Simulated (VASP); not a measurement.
# NaI (Pm) in VASP: single point with LDA

Aim: the single point of NaI with LDA.

All numbers are computed with VASP 6.6.1; they aren't measurements. Logs are shortened: lines on timing, memory, paths and dates and some standing lists are left out, and cuts for length are marked.

## 1. The cell of the first run

It takes space group Pm (No. 6, monoclinic). Conventional cell: a = 4.622 Å, b = 4.270 Å, c = 7.798 Å, α = 90.00°, β = 90.00°, γ = 90.00°. Na (site symmetry m) has 4 I at 3.03 to 3.27 Å within 4.0 Å. Within 4.0 Å of Na (site symmetry m) lie 4 I at 3.05 to 3.29 Å. Within 4.0 Å of I (site symmetry m) lie 4 Na at 3.05 to 3.29 Å. I (site symmetry m) has 4 Na at 3.03 to 3.27 Å within 4.0 Å.

## 2. Single point, LDA

INCAR

```
SYSTEM = NaI
PREC = Accurate
ENCUT = 520
EDIFF = 1E-6
ISMEAR = 0
SIGMA = 0.05
LREAL = .FALSE.
LASPH = .TRUE.
NELM = 100
ALGO = Normal
ISIF = 2
LWAVE = .FALSE.
LCHARG = .TRUE.
LELF = .TRUE.
LVHAR = .TRUE.
NBANDS = 22
```

KPOINTS

```
Automatic mesh
0
G
  6 6 4
  0 0 0
```

POSCAR

```
NaI
1.0
    4.6222093067      0.0000000000      0.0000000000
    0.0000000000      4.2697016003      0.0000000000
    0.0000000000      0.0000000000      7.7983840000
Na I
2 2
Direct
    0.2857013280      0.5000000000      0.2429042317
    0.7857013280      0.5000000000      0.6928422317
    0.2500000000      0.0000000000      0.7424270000
    0.7500000000      0.0000000000      0.2575730000
```

Potentials or basis: VASP PAW LDA potentials, release 64 (Na_pv, I).

Command:

```bash
cat potpaw_LDA.64/Na_pv/POTCAR potpaw_LDA.64/I/POTCAR > POTCAR
mpirun -np 1 vasp_std > vasp.out
```

OUTCAR:

```text
SYSTEM = NaI
   PREC = Accurate
   ENCUT = 520
   EDIFF = 1E-6
   ISMEAR = 0
   LREAL = .FALSE.
   LASPH = .TRUE.
   NELM = 100
   ISIF = 2

 ion  position               nearest neighbor table
   1  0.286  0.500  0.243-   4 3.03   4 3.03
   2  0.786  0.500  0.693-   3 3.05   3 3.05
   3  0.250  0.000  0.742-   2 3.05   2 3.05
   4  0.750  0.000  0.258-   1 3.03   1 3.03

  LATTYP: Found a simple orthorhombic cell.
 ALAT       =     4.2697016003
 B/A-ratio  =     1.0825602675
 C/A-ratio  =     1.8264470752

  Lattice vectors:

 A1 = (   0.0000000000,  -4.2697016003,   0.0000000000)
 A2 = (   4.6222093067,   0.0000000000,   0.0000000000)
 A3 = (   0.0000000000,   0.0000000000,   7.7983840000)

Analysis of symmetry for initial positions (statically):
=====================================================================
 Subroutine PRICEL returns:
 Original cell was already a primitive cell.

 Routine SETGRP: Setting up the symmetry group for a
 simple orthorhombic supercell.

 Subroutine GETGRP returns: Found  2 space group operations
 (whereof  2 operations were pure point group operations)
 out of a pool of  8 trial point group operations.

The static configuration has the point symmetry C_1h.

Analysis of symmetry for dynamics (positions and initial velocities):
=====================================================================
 Subroutine PRICEL returns:
 Original cell was already a primitive cell.

 Routine SETGRP: Setting up the symmetry group for a
 simple orthorhombic supercell.

 Subroutine GETGRP returns: Found  2 space group operations
 (whereof  2 operations were pure point group operations)
 out of a pool of  8 trial point group operations.

The dynamic configuration has the point symmetry C_1h.

 Subroutine INISYM returns: Found  2 space group operations
 (whereof  2 operations are pure point group operations),
 and found     1 'primitive' translations

----------------------------------------------------------------------------------------

                                     Primitive cell

  volume of cell :     153.9047

  direct lattice vectors                    reciprocal lattice vectors
     4.622209307  0.000000000  0.000000000     0.216346758  0.000000000  0.000000000
     0.000000000  4.269701600  0.000000000     0.000000000  0.234208405  0.000000000
     0.000000000  0.000000000  7.798384000     0.000000000  0.000000000  0.128231695

  length of vectors
     4.622209307  4.269701600  7.798384000     0.216346758  0.234208405  0.128231695

  position of ions in fractional coordinates (direct lattice)
     0.285701328  0.500000000  0.242904232
     0.785701328  0.500000000  0.692842232
     0.250000000  0.000000000  0.742427000
     0.750000000  0.000000000  0.257573000

  ion indices of the primitive-cell ions
   primitive index   ion index
                 1           1
                 2           2
                 3           3
                 4           4

----------------------------------------------------------------------------------------

 KPOINTS: Automatic mesh

Automatic generation of k-mesh.
 Grid dimensions read from file:
 generate k-points for:    6    6    4

 Generating k-lattice:

  Cartesian coordinates                     Fractional coordinates (reciprocal lattice)
     0.036057793  0.000000000  0.000000000     0.166666667  0.000000000  0.000000000
     0.000000000  0.039034734  0.000000000     0.000000000  0.166666667  0.000000000
     0.000000000  0.000000000  0.032057924     0.000000000  0.000000000  0.250000000

  Length of vectors
     0.036057793  0.039034734  0.032057924

  Shift w.r.t. Gamma in fractional coordinates (k-lattice)
     0.000000000  0.000000000  0.000000000

 Subroutine IBZKPT returns following result:
 ===========================================

 Found     56 irreducible k-points:

 Following reciprocal coordinates:
            Coordinates               Weight
  0.000000  0.000000  0.000000      1.000000
  0.166667  0.000000  0.000000      2.000000
  0.333333  0.000000  0.000000      2.000000
  0.500000  0.000000  0.000000      1.000000
  0.000000  0.166667  0.000000      2.000000
  0.166667  0.166667  0.000000      4.000000
[... 16 lines left out ...]
  0.000000  0.166667  0.250000      4.000000
  0.166667  0.166667  0.250000      4.000000
 [... further k-points ...]
   k-points           NKPTS =     56   k-points in BZ     NKDIM =     56   number of bands    NBANDS=     22
   number of dos      NEDOS =    301   number of ions     NIONS =      4
   total plane-waves  NPLWV =  69120
   dimension x,y,z NGX =    36 NGY =   32 NGZ =   60
   dimension x,y,z NGXF=    72 NGYF=   64 NGZF=  120
   ions per type =               2   2
   NGX,Y,Z   is equivalent  to a cutoff of  12.95, 12.46, 12.79 a.u.
   NGXF,Y,Z  is equivalent  to a cutoff of  25.90, 24.92, 25.58 a.u.
 SYSTEM =  NaI
   PREC   = accura    normal or accurate (medium, high low for compatibility)
   ISTART =      0    job   : 0-new  1-cont  2-samecut
   ICHARG =      2    charge: 1-file 2-atom 10-const
   ISPIN  =      1    spin polarized calculation?
   LNONCOLLINEAR =      F non collinear calculations
   LSORBIT =      F    spin-orbit coupling
   LASPH  =      T    aspherical Exc in radial PAW
   ENCUT  =  520.0 eV  38.22 Ry    6.18 a.u.   8.59  7.94 14.50*2*pi/ulx,y,z
   NELM   =    100;   NELMIN=  2; NELMDL= -5     # of ELM steps
   EDIFF  = 0.1E-05   stopping-criterion for ELM
   LREAL  =      F    real-space projection
   EDIFFG = 0.1E-04   stopping-criterion for IOM
   NSW    =      0    number of steps for IOM
   IBRION =     -1    ionic relax: 0-MD 1-quasi-New 2-CG
   NFREE  =      0    steps in history (QN), initial steepest desc. (CG)
   ISIF   =      2    stress and relaxation
   ISYM   =      2    0-nonsym 1-usesym 2-fastsym
   POTIM  = 0.5000    time-step for ionic-motion
   TEBEG  =    0.0;   TEEND  =   0.0 temperature during run
   PSTRESS=    0.0 pullay stress
   NELECT =      28.0000    total number of electrons
   NUPDOWN=      -1.0000    fix difference up-down
   EMIN   =  10.00;   EMAX   =-10.00  energy-range for DOS
   EFERMI =   0.00;   METHOD = LEGACY
   ISMEAR =     0;   SIGMA  =   0.05  broadening in eV -4-tet -1-fermi 0-gaus
   EFERMI_NEDOS =   21; number of points for ismear=-14 and -15
   IALGO  =     38    algorithm
   IMIX   =      4    mixing-type and parameters
     AMIX     =   0.40;   BMIX     =  1.00
     AMIX_MAG =   1.60;   BMIX_MAG =  1.00
  volume/ion in A,a.u.               =      38.48       259.65
  Fermi-wavevector in a.u.,A,eV,Ry     =   0.927635  1.752975 11.707893  0.860506
  Thomas-Fermi vector in A             =   2.053725
   LORBIT       =      0    0 simple, 1 ext, 2 COOP (PROOUT), +10 PAW based schemes
   GGA     = CA    functional components
   LHFCALC =     F    Hartree Fock is set to
   AEXX    =    0.0000 exact exchange contribution
   IVDW    =     0    specifies the selected vdW correction
   LEPSILON=     F    determine dielectric tensor
   LRPA    =     F    only Hartree local field effects (RPA)
 non-spin polarized calculation
 Gauss-broadening in eV      SIGMA  =   0.05
  energy-cutoff  :      520.00
  volume of cell :      153.90
 maximum number of plane-waves:      4184
 NGX is ok and might be reduce to    36
   NGX = 17   NGY = 15   NGZ = 29

 number of electron      27.9999990 magnetization

 Free energy of the ion-electron system (eV)
  ---------------------------------------------------
  ext. energy  EPLUGINS =         0.00000000
  ---------------------------------------------------
  free energy    TOTEN  =       -11.36016656 eV

  energy without entropy =      -11.36016656  energy(sigma->0) =      -11.36016656

 E-fermi :   0.5592     XC(G=0):  -7.5284

 val. band max:        0.3536917322   @ k =   0.0000   0.5000   0.0000
 cond. band min:       2.8250748248   @ k =   0.0000   0.0000   0.0000
 fundamental gap:      2.4713830926
 Fermi energy:         0.5592194904

 k-point     1 :       0.0000    0.0000    0.0000
  band No.  band energies     occupation
      1     -22.8691      2.00000
      2     -22.8343      2.00000
      3     -22.8315      2.00000
      4     -22.7499      2.00000
      5     -22.7140      2.00000
      6     -22.7099      2.00000
[... 14 lines left out ...]
     21       7.9749      0.00000
     22       8.6857      0.00000

 k-point     2 :       0.1667    0.0000    0.0000
  band No.  band energies     occupation
      1     -22.8691      2.00000
      2     -22.8352      2.00000
      3     -22.8313      2.00000
      4     -22.7498      2.00000
      5     -22.7148      2.00000
      6     -22.7098      2.00000
[... 14 lines left out ...]
     21       8.3328      0.00000
     22       8.8508      0.00000

 k-point     3 :       0.3333    0.0000    0.0000
  band No.  band energies     occupation
      1     -22.8690      2.00000
      2     -22.8368      2.00000
      3     -22.8310      2.00000
      4     -22.7498      2.00000
      5     -22.7163      2.00000
      6     -22.7095      2.00000
[... 14 lines left out ...]
     21       8.6705      0.00000
     22       8.8398      0.00000

 k-point     4 :       0.5000    0.0000    0.0000
  band No.  band energies     occupation
      1     -22.8690      2.00000
      2     -22.8376      2.00000
      3     -22.8309      2.00000
      4     -22.7497      2.00000
      5     -22.7171      2.00000
      6     -22.7094      2.00000
[... 14 lines left out ...]
     21       8.3773      0.00000
     22       8.5249      0.00000

 k-point     5 :       0.0000    0.1667    0.0000
  band No.  band energies     occupation
      1     -22.8690      2.00000
      2     -22.8341      2.00000
      3     -22.8329      2.00000
      4     -22.7498      2.00000
      5     -22.7138      2.00000
      6     -22.7114      2.00000
[... 417 lines left out ...]
 k-point    22 :       0.5000    0.0000    0.2500
  band No.  band energies     occupation
      1     -22.8690      2.00000
      2     -22.8376      2.00000
      3     -22.8309      2.00000
      4     -22.7497      2.00000
      5     -22.7171      2.00000
      6     -22.7094      2.00000
[... 14 lines left out ...]
     21       8.2550      0.00000
     22       8.3900      0.00000

 k-point    23 :       0.0000    0.1667    0.2500
  band No.  band energies     occupation
      1     -22.8690      2.00000
      2     -22.8341      2.00000
      3     -22.8329      2.00000
      4     -22.7498      2.00000
      5     -22.7138      2.00000
      6     -22.7114      2.00000
[... 14 lines left out ...]
     21       8.1420      0.00000
     22       8.7013      0.00000

 k-point    24 :       0.1667    0.1667    0.2500
  band No.  band energies     occupation
      1     -22.8690      2.00000
      2     -22.8349      2.00000
      3     -22.8328      2.00000
      4     -22.7497      2.00000
      5     -22.7145      2.00000
      6     -22.7112      2.00000
[... 14 lines left out ...]
     21       7.8581      0.00000
     22       8.2800      0.00000

 [... further k-points ...]
[... 5 lines left out ...]
  --------------------------------------------------------------------------------------
  -------------------------------------------------------------------------------------
  Total       -1.5284719     -1.4584375     -0.8967615      0.0000000      0.0000000      0.0526718
  in kB      -15.9116894    -15.1826179     -9.3354618      0.0000000      0.0000000      0.5483238
  external PRESSURE =     -13.4765897 kB  Pullay stress =       0.0000000 kB

 VOLUME and BASIS-vectors are now :
 -----------------------------------------------------------------------------
  energy-cutoff  :      520.00
  volume of cell :      153.90
      direct lattice vectors                 reciprocal lattice vectors
     4.622209307  0.000000000  0.000000000     0.216346758  0.000000000  0.000000000
     0.000000000  4.269701600  0.000000000     0.000000000  0.234208405  0.000000000
     0.000000000  0.000000000  7.798384000     0.000000000  0.000000000  0.128231695

 POSITION                                       TOTAL-FORCE (eV/Angst)
 -----------------------------------------------------------------------------------
      1.32057      2.13485      1.89426        -0.199165      0.000000     -0.076996
      3.63168      2.13485      5.40305        -0.177095      0.000000      0.002991
      1.15555      0.00000      5.78973         0.173858      0.000000     -0.003693
      3.46666      0.00000      2.00865         0.202402      0.000000      0.077698
 -----------------------------------------------------------------------------------
    total drift:                                0.000427      0.000000     -0.000539

  FREE ENERGIE OF THE ION-ELECTRON SYSTEM (eV)
  ---------------------------------------------------
  free  energy   TOTEN  =       -11.3601665624 eV

  energy  without entropy=      -11.3601665624  energy(sigma->0) =      -11.36016656
```

Wall time 63 s (1 thread of Intel Xeon 6975P-C (Granite Rapids), shared host); peak memory 0.3 GiB.

Results:

```yaml
Free_energy: -11.3602 eV
Pressure: -1.3 GPa
Largest_force: 0.217 eV/Å
Band_gap_on_the_k_mesh: 2.47 eV, indirect (least direct gap 2.70 eV)
```

Forces in eV/Å, atoms in the order of the input:
```
Na  -0.199  0.000 -0.077
Na  -0.177  0.000  0.003
I    0.174  0.000 -0.004
I    0.202  0.000  0.078
```

Stress tensor (GPa, compression positive):
```
-1.59  0.00  0.05
 0.00 -1.52  0.00
 0.05  0.00 -0.93
```

Caveat: the cell differs from its parent crystal (all Na atoms moved -0.300 Å, as atom 1 towards its neighbour atom 2 (Na) at 4.202 Å); spin-orbit coupling is left out, which moves the levels of the heavy elements. A k mesh can miss the band edges.
